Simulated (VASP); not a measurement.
# InSb (F-43m) in VASP: notebook, part 2 of 2

VASP 6.6.1. The steps go on from the part before.

## (3) Single point, PBEsol (volume scaled by 0.98)

File INCAR:

```
PREC = Accurate
ENCUT = 520
EDIFF = 1E-6
ISMEAR = -1
SIGMA = 0.15
LREAL = False
LASPH = True
NELM = 80
ALGO = Normal
ISIF = 2
LWAVE = False
LCHARG = False
GGA = PS
NBANDS = 16
```

File KPOINTS:

```
Automatic mesh
0
Gamma
  12 12 12
```

File POSCAR:

```
InSb
1.0
    0.0000000000      3.2380496898      3.2380496898
    3.2380496898      0.0000000000      3.2380496898
    3.2380496898      3.2380496898      0.0000000000
In Sb
1 1
Direct
    0.0000000000      0.0000000000      0.0000000000
    0.7500000000      0.7500000000      0.7500000000
```

Potentials or basis: VASP PAW PBE potentials, release 64 (In_d, Sb).

Run with:

```bash
> cat potpaw_PBE.64/In_d/POTCAR potpaw_PBE.64/Sb/POTCAR > POTCAR
> mpirun -np 1 vasp_std > vasp.out
```

OUTCAR:

```text
PREC = Accurate
   ENCUT = 520
   EDIFF = 1E-6
   ISMEAR = -1
   LREAL = False
   LASPH = True
   NELM = 80
   ISIF = 2
   GGA = PS

 ion  position               nearest neighbor table
   1  0.000  0.000  0.000-   2 2.80   2 2.80   2 2.80   2 2.80
   2  0.750  0.750  0.750-   1 2.80   1 2.80   1 2.80   1 2.80

  LATTYP: Found a face centered cubic cell.
 ALAT       =     6.4760993796

  Lattice vectors:

 A1 = (   0.0000000000,   3.2380496898,   3.2380496898)
 A2 = (   3.2380496898,   0.0000000000,   3.2380496898)
 A3 = (   3.2380496898,   3.2380496898,   0.0000000000)
[... 624 lines left out ...]
      4      -9.4813      2.00000
      5      -9.4786      2.00000
      6      -4.2498      2.00000
[... 8 lines left out ...]
     15      13.1914      0.00000
     16      13.4524      0.00000

 [... further k-points ...]
[... 5 lines left out ...]
  --------------------------------------------------------------------------------------
  -------------------------------------------------------------------------------------
  Total        0.3941402      0.3941402      0.3941402      0.0000000      0.0000000      0.0000000
  in kB        9.2999536      9.2999536      9.2999536      0.0000000      0.0000000      0.0000000
  external PRESSURE =       9.2999536 kB  Pullay stress =       0.0000000 kB

 VOLUME and BASIS-vectors are now :
 -----------------------------------------------------------------------------
  energy-cutoff  :      520.00
  volume of cell :       67.90
      direct lattice vectors                 reciprocal lattice vectors
     0.000000000  3.238049690  3.238049690    -0.154413937  0.154413937  0.154413937
     3.238049690  0.000000000  3.238049690     0.154413937 -0.154413937  0.154413937
     3.238049690  3.238049690  0.000000000     0.154413937  0.154413937 -0.154413937

 POSITION                                       TOTAL-FORCE (eV/Angst)
 -----------------------------------------------------------------------------------
      0.00000      0.00000      0.00000         0.000000      0.000000      0.000000
      4.85707      4.85707      4.85707        -0.000000     -0.000000     -0.000000
 -----------------------------------------------------------------------------------
    total drift:                                0.000000      0.000000      0.000000

  FREE ENERGIE OF THE ION-ELECTRON SYSTEM (eV)
  ---------------------------------------------------
  free  energy   TOTEN  =        -7.6984463910 eV

  energy  without entropy=       -7.6921620107  energy(sigma->0) =       -7.69530420
```

stdout:

```text
POSCAR found type information on POSCAR InSb
 POSCAR found :  2 types and       2 ions
 scaLAPACK will be used
 -----------------------------------------------------------------------------
|                                                                             |
|                                                                             |
|     You enforced a specific xc type in the INCAR file but a different       |
|     I HOPE YOU KNOW WHAT YOU ARE DOING!                                     |
|                                                                             |
 -----------------------------------------------------------------------------

 LDA part: xc-table for (Slater+PW92), standard interpolation
 POSCAR, INCAR and KPOINTS ok, starting setup
 FFT: planning ... GRIDC
 FFT: planning ... GRID_SOFT
 FFT: planning ... GRID
 WAVECAR not read
 entering main loop
```

Run time: 82 s. Hardware: 1 thread of AMD EPYC 9R45 (Zen 5), shared host; peak memory 0.21 GiB.

Results:

* Free energy: -7.6984 eV
* Pressure: 0.9 GPa
* Band gap on the k mesh: zero (filled and empty bands touch)

Levels at points of the mesh, in eV from the Fermi level:
| k point | band 7 | band 8 | band 9 | band 10 | band 11 | band 12 |
| --- | --- | --- | --- | --- | --- | --- |
| (0.00, 0.00, 0.00) | -0.51 | -0.25 | -0.25 | -0.25 | 2.68 | 2.68 |
| (0.50, 0.00, 0.00) | -5.92 | -1.27 | -1.27 | 0.22 | 3.53 | 3.53 |
| (0.50, 0.50, 0.00) | -6.21 | -2.54 | -2.54 | 1.00 | 1.01 | 7.88 |

Caveat: the cell differs from its parent crystal (volume scaled by 0.98); the PAW data sets were made with another functional, which shifts forces and pressure a little; spin-orbit coupling is left out, which moves the levels of the heavy elements.

## (4) Single point, PBEsol

This run uses another cell than the first one, of 34.64 Å³/atom, 1.063 times its volume.

File INCAR:

```
SYSTEM = InSb
PREC = Accurate ; ENCUT = 520
EDIFF = 1E-6 ; ISMEAR = 0
SIGMA = 0.1 ; LREAL = .False.
LASPH = .True. ; NELM = 80
ALGO = Normal ; ISIF = 2
LWAVE = .False. ; LCHARG = .False.
GGA = PS ; NBANDS = 16
```

File KPOINTS:

```
regular mesh
0
Gamma
  12 12 12
  0 0 0
```

File POSCAR:

```
InSb
1.0
    0.0000000000      3.2599290676      3.2599290676
    3.2599290676      0.0000000000      3.2599290676
    3.2599290676      3.2599290676      0.0000000000
In Sb
1 1
Direct
    0.0000000000      0.0000000000      0.0000000000
    0.7500000000      0.7500000000      0.7500000000
```

Run with:

```bash
> cat potpaw_PBE.64/In_d/POTCAR potpaw_PBE.64/Sb/POTCAR > POTCAR
> mpirun -np 1 vasp_std > vasp.out
```

Run time: 86 s. Hardware: 1 thread of AMD EPYC 9R45 (Zen 5), shared host; peak memory 0.22 GiB.

It converged, with:

| Item | Value |
| --- | --- |
| Free energy | -7.7008 eV |
| Pressure | 0.0 GPa |
| Band gap on the k mesh | zero (filled and empty bands touch) |

Levels at points of the mesh, in eV from the Fermi level:
| k point | band 7 | band 8 | band 9 | band 10 | band 11 | band 12 |
| --- | --- | --- | --- | --- | --- | --- |
| (0.00, 0.00, 0.00) | -0.42 | -0.06 | -0.06 | -0.06 | 2.88 | 2.88 |
| (0.50, 0.00, 0.00) | -5.63 | -1.04 | -1.04 | 0.38 | 3.72 | 3.72 |
| (0.50, 0.50, 0.00) | -5.92 | -2.27 | -2.27 | 1.22 | 1.23 | 7.96 |

Caveat: the PAW data sets were made with another functional, which shifts forces and pressure a little; spin-orbit coupling is left out, which moves the levels of the heavy elements.

## (5) Single point, PBEsol

This run uses another cell than the first one, of 34.64 Å³/atom, 1.063 times its volume.

File INCAR:

```
  PREC = Accurate
  ENCUT = 520
  EDIFF = 1E-7
  ISMEAR = -1
  SIGMA = 0.15
  LREAL = False
  LASPH = True
  NELM = 80
  ALGO = Normal
  ISIF = 2
  LWAVE = False
  LCHARG = False
  GGA = PS
  NBANDS = 16
```

File KPOINTS:

```
Automatic mesh
0
Gamma
  12 12 12
```

POSCAR is that of step 4.

Run with:

```bash
> cat potpaw_PBE.64/In_d/POTCAR potpaw_PBE.64/Sb/POTCAR > POTCAR
> mpirun -np 1 vasp_std > vasp.out
```

It took 1.7 min on 1 thread of AMD EPYC 9R45 (Zen 5), shared host; peak memory 0.21 GiB.

It converged, with:

```
Free energy            : -7.7028 eV
Pressure               : 0.0 GPa
Band gap on the k mesh : zero (filled and empty bands touch)
```

Levels at points of the mesh, in eV from the Fermi level:
| k point | band 5 | band 6 | band 7 | band 8 | band 9 | band 10 | band 11 | band 12 | band 13 | band 14 |
| --- | --- | --- | --- | --- | --- | --- | --- | --- | --- | --- |
| (0.00, 0.00, 0.00) | -14.66 | -10.87 | -0.61 | -0.24 | -0.24 | -0.24 | 2.69 | 2.69 | 2.69 | 5.31 |
| (0.50, 0.00, 0.00) | -14.66 | -9.54 | -5.81 | -1.22 | -1.22 | 0.20 | 3.53 | 3.53 | 5.73 | 7.83 |
| (0.50, 0.50, 0.00) | -14.65 | -8.95 | -6.11 | -2.46 | -2.46 | 1.04 | 1.05 | 7.77 | 7.77 | 8.35 |

Caveat: the PAW data sets were made with another functional, which shifts forces and pressure a little; spin-orbit coupling is left out, which moves the levels of the heavy elements.

## (6) Overview

```csv
cell,smearing,gap on the mesh (eV),pressure (GPa)
"a = 4.518 Å, angles 60.0°, 2 atoms",fermi-dirac 0.15 eV,none,3.0
"a = 4.579 Å, angles 60.0°, 2 atoms",fermi-dirac 0.15 eV,none,0.9
"a = 4.610 Å, angles 60.0°, 2 atoms",gaussian 0.1 eV,none,0.0
"a = 4.610 Å, angles 60.0°, 2 atoms",fermi-dirac 0.15 eV,none,0.0
```

Alike in all rows: task single point; level PBEsol; potentials or basis VASP PAW PBE potentials, release 64 (In_d, Sb); no spin polarisation; k mesh 12 × 12 × 12; cutoff (eV) 520.

Caveats: the PAW data sets were made with another functional, which shifts forces and pressure a little; spin-orbit coupling is left out, which moves the levels of the heavy elements.

Absolute energies hang on the potentials; compare differences alone.

## (7) Against experiment

Step 4. Against the measured gap of InSb, 0.24 eV (quoted in “Electronic Structure and Epitaxy of CdTe Shells on InSb Nanowires”, 2021, arxiv:2111.05126), the calculated 0.00 eV is off by -0.24 eV. Spin-orbit coupling on In, Sb is left out. The value is that of PBEsol on a finite k mesh, which can miss the band edges, without temperature or zero-point motion. Semilocal functionals fall short of measured gaps as a rule.
